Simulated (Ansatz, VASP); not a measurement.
# Two plane-wave programs on Pb

The input INCAR:

```
SYSTEM = Pb
  PREC = Accurate
  ENCUT = 520
  EDIFF = 1E-6
  ISMEAR = -1
  SIGMA = 0.05
  LREAL = .False.
  LASPH = .True.
  NELM = 150
  ALGO = Normal
  ISIF = 2
  LWAVE = .False.
  LCHARG = .False.
  MAGMOM = 0 0 0
  LORBIT = 11
  LSORBIT = .True.
  GGA_COMPAT = .False.
  LORBMOM = .True.
  GGA = CA
  NBANDS = 25
```

The input KPOINTS:

```
regular mesh
0
Gamma
  7 7 7
  0 0 0
```

The input POSCAR:

```
Pb
1.0
   -1.9796595667      1.9796595667      1.9796595667
    1.9796595667     -1.9796595667      1.9796595667
    1.9796595667      1.9796595667     -1.9796595667
Pb
1
Direct
    0.0000000000      0.0000000000      0.0000000000
```

input.yaml

```yaml
crystal:
  lattice:
    - [-1.9796595667, 1.9796595667, 1.9796595667]
    - [1.9796595667, -1.9796595667, 1.9796595667]
    - [1.9796595667, 1.9796595667, -1.9796595667]
  atoms:
    - { symbol: Pb, position: [0.0, 0.0, 0.0] }
hamiltonian:
  xc: lda
  pseudopotentials: { kind: paw_fr }
magnetization:
  noncollinear: true
  spin_orbit: true
kpoints:
  mp_grid: { grid: [7, 7, 7] }
  band_path:
    path:
      - [[0.0, 0.0, 0.0], [0.5, -0.5, 0.5], [0.0, 0.0, 0.5], [0.0, 0.0, 0.0], [0.25, 0.25, 0.25], [0.5, -0.5, 0.5]]
      - [[0.25, 0.25, 0.25], [0.0, 0.0, 0.5]]
    npoints: 14
scf:
  occupations: { method: fermi_dirac, width: 0.05 }
  n_extra_bands: 6
output:
  forces: true
  stress: true
  eigenvalues: true
  fatbands: false
```

Alike in both runs: functional LDA; k mesh 7 × 7 × 7; occupations fermi-dirac, width 0.05 eV; non-collinear spin, spin-orbit coupling.

|  | VASP | Ansatz |
| --- | --- | --- |
| version | VASP 6.6.1 | Ansatz 0.2.0 |
| potentials or method | VASP PAW LDA potentials, release 64 (Pb_d) | Ansatz PAW |
| plane-wave cutoff (eV) | 520 | 420 |
| valence electrons in the cell | 14 | 14 |
| task | single point | band structure |

```tsv
	VASP	Ansatz	Ansatz less VASP
pressure (GPa)	-3.0	-3.1	-0.05
net moment per atom (μB)	0.00	0.00	0.000
```

LDA's correlation is that of Perdew and Zunger in VASP and of Perdew and Wang (1992) in Ansatz.
